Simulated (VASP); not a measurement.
Runs of VASP 6.6.1 on MgO. The structure is that of space group Fm-3m (No. 225), or close to it. The cells are those of the table. 

```csv
task,cell,k mesh for the DOS,occupations for the DOS,gap on the mesh (eV),pressure (GPa)
single point,"a = 2.888 Å, angles 60.0°, 2 atoms",-,-,5.58,17.7
single point,"a = 3.009 Å, angles 60.0°, 2 atoms",-,-,(b),-4.9
single point,"a = 2.950 Å, angles 60.0°, 2 atoms",-,-,4.92,4.6
single point,"a = 2.980 Å, angles 60.0°, 2 atoms",-,-,(a),(c)
```

Alike in all rows: level PBEsol; potentials or basis VASP PAW PBE potentials, release 64 (Mg, O); no spin polarisation; k mesh 10 × 10 × 10; cutoff (eV) 520; smearing gaussian 0.02 eV.

Q: Estimate the missing entries.

A: (a) 4.62; (b) 4.34; (c) -0.5.

Caveats: the PAW data sets were made with another functional, which shifts forces and pressure a little.

